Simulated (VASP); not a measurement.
# C (Cmme) in VASP: further runs, part 2 of 2

VASP 6.6.1. The steps go on from the part before.

### Step 3. Single point, PBEsol (11.20 Å³/atom)

File INCAR:

```
PREC = Accurate
ENCUT = 520
EDIFF = 1E-6
ISMEAR = 0
SIGMA = 0.15
LREAL = False
LASPH = True
NELM = 80
ALGO = Normal
ISIF = 2
LWAVE = False
LCHARG = True
GGA = PS
LELF = True
LVHAR = True
NBANDS = 16
```

File KPOINTS:

```
regular mesh
0
Gamma
  21 21 6
```

File POSCAR:

```
C
1.0
    1.3150536786     -2.2171964480      0.0000000000
    1.3150536786      2.2171964480      0.0000000000
    0.0000000000      0.0000000000      7.6831469245
C
4
Direct
    0.0833216498      0.9166783502      0.7498439858
    0.5833216498      0.4166783502      0.2501560142
    0.9166783502      0.0833216498      0.2501560142
    0.4166783502      0.5833216498      0.7498439858
```

Potentials or basis: VASP PAW PBE potentials, release 64 (C).

Started as:

```bash
$ cat potpaw_PBE.64/C/POTCAR > POTCAR
$ mpirun -np 1 vasp_std > vasp.out
```

OUTCAR:

```text
PREC = Accurate
   ENCUT = 520
   EDIFF = 1E-6
   ISMEAR = 0
   LREAL = False
   LASPH = True
   NELM = 80
   ISIF = 2
   GGA = PS

 ion  position               nearest neighbor table
   1  0.083  0.917  0.750-   4 1.48   4 1.51   4 1.51
   2  0.583  0.417  0.250-   3 1.48   3 1.51   3 1.51
   3  0.917  0.083  0.250-   2 1.48   2 1.51   2 1.51
   4  0.417  0.583  0.750-   1 1.48   1 1.51   1 1.51

  LATTYP: Found a base centered orthorhombic cell.
 ALAT       =     2.6301073572
 B/A-ratio  =     1.6860121256
 C/A-ratio  =     2.9212293952

  Lattice vectors:

 A1 = (   1.3150536786,  -2.2171964480,   0.0000000000)
 A2 = (   1.3150536786,   2.2171964480,   0.0000000000)
 A3 = (   0.0000000000,   0.0000000000,   7.6831469245)

Analysis of symmetry for initial positions (statically):
=====================================================================
 Subroutine PRICEL returns:
 Original cell was already a primitive cell.

 Routine SETGRP: Setting up the symmetry group for a
 base centered orthorhombic supercell.

[... 174 lines left out ...]
 val. band max:        2.6127125569   @ k =   0.3333   0.3333   0.1667
 cond. band min:       2.6275315369   @ k =   0.3333   0.3333   0.0000
 fundamental gap:      0.0148189800
 Fermi energy:         2.6151699149

 k-point     1 :       0.0000    0.0000    0.0000
  band No.  band energies     occupation
      1     -15.6732      2.00000
      2     -15.5642      2.00000
      3      -4.4918      2.00000
      4      -3.4664      2.00000
      5      -0.3988      2.00000
      6      -0.3869      2.00000
[... 433 lines left out ...]
      3      -7.1380      2.00000
      4      -7.0887      2.00000
      5      -2.9151      2.00000
      6      -2.9068      2.00000
[... 8 lines left out ...]
     15      15.2517      0.00000
     16      16.0916      0.00000

 [... further k-points ...]

------------------------ aborting loop because EDIFF is reached ----------------------------------------

  FORCE on cell =-STRESS in cart. coord.  units (eV):
  Direction    XX          YY          ZZ          XY          YZ          ZX
  --------------------------------------------------------------------------------------
  -------------------------------------------------------------------------------------
  Total      -15.0903853    -10.6410893     -0.0508863      0.0000000     -0.0000000      0.0000000
  in kB     -539.6275605   -380.5220980     -1.8196789      0.0000000     -0.0000000      0.0000000
  external PRESSURE =    -307.3231125 kB  Pullay stress =       0.0000000 kB

 VOLUME and BASIS-vectors are now :
 -----------------------------------------------------------------------------
  energy-cutoff  :      520.00
  volume of cell :       44.80
      direct lattice vectors                 reciprocal lattice vectors
     1.315053679 -2.217196448  0.000000000     0.380212617 -0.225510013  0.000000000
     1.315053679  2.217196448  0.000000000     0.380212617  0.225510013  0.000000000
     0.000000000  0.000000000  7.683146924     0.000000000  0.000000000  0.130155002

 POSITION                                       TOTAL-FORCE (eV/Angst)
 -----------------------------------------------------------------------------------
      1.31505      1.84772      5.76116         0.000000      0.020091      0.000062
      1.31505     -0.36948      1.92199         0.000000      0.020091     -0.000062
      1.31505     -1.84772      1.92199         0.000000     -0.020091     -0.000062
      1.31505      0.36948      5.76116         0.000000     -0.020091      0.000062
 -----------------------------------------------------------------------------------
    total drift:                                0.000000      0.000000     -0.000000

  FREE ENERGIE OF THE ION-ELECTRON SYSTEM (eV)
  ---------------------------------------------------
  free  energy   TOTEN  =       -37.8361776524 eV

  energy  without entropy=      -37.8353970811  energy(sigma->0) =      -37.83578737
```

It took 2.9 min on 1 thread of AMD EPYC 9R45 (Zen 5), shared host; peak memory 0.32 GiB.

What came out:

| Property | Result |
| --- | --- |
| Free energy | -37.8362 eV |
| Pressure | -30.7 GPa |
| Largest force | 0.020 eV/Å |

Forces in eV/Å, atoms in the order of the input:
```
C    0.000  0.020  0.000
C    0.000  0.020  0.000
C    0.000 -0.020  0.000
C    0.000 -0.020  0.000
```

Stress tensor (GPa, compression positive):
```
-53.96   0.00   0.00
  0.00 -38.05   0.00
  0.00   0.00  -0.18
```

Caveat: the stress differs along the axes, from -54 to -0 GPa; this functional lacks dispersion, which binds layers or chains, so the pressure and a relaxed spacing across them are unreliable; the PAW data sets were made with another functional, which shifts forces and pressure a little.

### Step 4. Single point, PBEsol (11.20 Å³/atom)

File INCAR:

```
SYSTEM = C
PREC = Accurate ; ENCUT = 520
EDIFF = 1E-6 ; ISMEAR = 0
SIGMA = 0.15 ; LREAL = .FALSE.
LASPH = .TRUE. ; NELM = 80
ALGO = Normal ; ISIF = 2
LWAVE = .FALSE. ; LCHARG = .FALSE.
GGA = PS ; NBANDS = 16
```

File KPOINTS:

```
regular mesh
0
G
  21 21 6
  0 0 0
```

File POSCAR:

```
C
1.0
    1.2918189796     -2.2370468726      0.0000000000
    1.2918189796      2.2370468726      0.0000000000
    0.0000000000      0.0000000000      7.7519336703
C
4
Direct
    0.0833216498      0.9166783502      0.7498439858
    0.5833216498      0.4166783502      0.2501560142
    0.9166783502      0.0833216498      0.2501560142
    0.4166783502      0.5833216498      0.7498439858
```

Potentials or basis: VASP PAW PBE potentials, release 64 (C).

Started as:

```bash
$ cat potpaw_PBE.64/C/POTCAR > POTCAR
$ mpirun -np 1 vasp_std > vasp.out
```

OUTCAR:

```text
SYSTEM = C
   PREC = Accurate
   ENCUT = 520
   EDIFF = 1E-6
   ISMEAR = 0
   LREAL = .FALSE.
   LASPH = .TRUE.
   NELM = 80
   ISIF = 2
   GGA = PS

 ion  position               nearest neighbor table
   1  0.083  0.917  0.750-   4 1.49   4 1.49   4 1.49
   2  0.583  0.417  0.250-   3 1.49   3 1.49   3 1.49
   3  0.917  0.083  0.250-   2 1.49   2 1.49   2 1.49
   4  0.417  0.583  0.750-   1 1.49   1 1.49   1 1.49

  LATTYP: Found a base centered orthorhombic cell.
[... 656 lines left out ...]

  FORCE on cell =-STRESS in cart. coord.  units (eV):
  Direction    XX          YY          ZZ          XY          YZ          ZX
  --------------------------------------------------------------------------------------
  -------------------------------------------------------------------------------------
  Total      -11.9674786    -11.9582830     -0.0578829      0.0000000     -0.0000000      0.0000000
  in kB     -427.9533732   -427.6245424     -2.0698757      0.0000000     -0.0000000      0.0000000
  external PRESSURE =    -285.8825971 kB  Pullay stress =       0.0000000 kB

 VOLUME and BASIS-vectors are now :
 -----------------------------------------------------------------------------
  energy-cutoff  :      520.00
  volume of cell :       44.80
      direct lattice vectors                 reciprocal lattice vectors
     1.291818980 -2.237046873  0.000000000     0.387051133 -0.223508951  0.000000000
     1.291818980  2.237046873  0.000000000     0.387051133  0.223508951  0.000000000
     0.000000000  0.000000000  7.751933670     0.000000000  0.000000000  0.129000072

 POSITION                                       TOTAL-FORCE (eV/Angst)
 -----------------------------------------------------------------------------------
      1.29182      1.86426      5.81274         0.000000     -0.002113      0.000044
      1.29182     -0.37279      1.93919         0.000000     -0.002113     -0.000044
      1.29182     -1.86426      1.93919         0.000000      0.002113     -0.000044
      1.29182      0.37279      5.81274         0.000000      0.002113      0.000044
 -----------------------------------------------------------------------------------
    total drift:                                0.000000      0.000000     -0.000000

  FREE ENERGIE OF THE ION-ELECTRON SYSTEM (eV)
  ---------------------------------------------------
  free  energy   TOTEN  =       -37.9763622350 eV

  energy  without entropy=      -37.9754912116  energy(sigma->0) =      -37.97592672
```

stdout:

```text
POSCAR found type information on POSCAR C
 POSCAR found :  1 types and       4 ions
 scaLAPACK will be used
 -----------------------------------------------------------------------------
|                                                                             |
|                                                                             |
|     You enforced a specific xc type in the INCAR file but a different       |
|     I HOPE YOU KNOW WHAT YOU ARE DOING!                                     |
|                                                                             |
 -----------------------------------------------------------------------------

 LDA part: xc-table for (Slater+PW92), standard interpolation
 POSCAR, INCAR and KPOINTS ok, starting setup
 FFT: planning ... GRIDC
 FFT: planning ... GRID_SOFT
 FFT: planning ... GRID
 WAVECAR not read
 entering main loop
```

It took 2.8 min on 1 thread of AMD EPYC 9R45 (Zen 5), shared host; peak memory 0.31 GiB.

What came out:

```
Free energy            : -37.9764 eV
Pressure               : -28.6 GPa
Band gap on the k mesh : zero (filled and empty bands touch)
```

Forces on the atoms (eV/Å):
```
C    0.000 -0.002  0.000
C    0.000 -0.002  0.000
C    0.000  0.002  0.000
C    0.000  0.002  0.000
```

Levels at points of the mesh, in eV from the Fermi level:
| k point | band 5 | band 6 | band 7 | band 8 | band 9 | band 10 | band 11 | band 12 |
| --- | --- | --- | --- | --- | --- | --- | --- | --- |
| (0.00, 0.00, 0.00) | -3.03 | -3.03 | -3.02 | -3.02 | 3.74 | 7.40 | 7.41 | 7.43 |
| (0.00, 0.00, 0.50) | -3.03 | -3.03 | -3.03 | -3.03 | 5.46 | 5.47 | 7.42 | 7.42 |

Caveat: the stress differs along the axes, from -43 to -0 GPa; this functional lacks dispersion, which binds layers or chains, so the pressure and a relaxed spacing across them are unreliable; the PAW data sets were made with another functional, which shifts forces and pressure a little.

### Step 5. Overview

| cell | gap on the mesh (eV) | pressure (GPa) | largest force (eV/Å) |
| --- | --- | --- | --- |
| a = 2.589, b = 2.589, c = 7.821 Å, angles 90.0, 90.0, 121.3°, 4 atoms | none | -26.1 | 0.04 |
| a = 2.578, b = 2.578, c = 7.683 Å, angles 90.0, 90.0, 118.7°, 4 atoms | - | -30.7 | 0.02 |
| a = 2.583, b = 2.583, c = 7.752 Å, angles 90.0, 90.0, 120.0°, 4 atoms | none | -28.6 | - |

Alike in all rows: task single point; level PBEsol; potentials or basis VASP PAW PBE potentials, release 64 (C); no spin polarisation; k mesh 21 × 21 × 6; cutoff (eV) 520; smearing gaussian 0.15 eV.

Caveats: this functional lacks dispersion, which binds layers or chains, so the pressure and a relaxed spacing across them are unreliable; the PAW data sets were made with another functional, which shifts forces and pressure a little; the stress differs along the axes, from -47 to -0 GPa (at least some runs); the stress differs along the axes, from -54 to -0 GPa (at least some runs); the stress differs along the axes, from -43 to -0 GPa (at least some runs).

Absolute energies hang on the potentials; compare differences alone.

The gap in the log of VASP goes by the Fermi energy; the results here count the filled bands.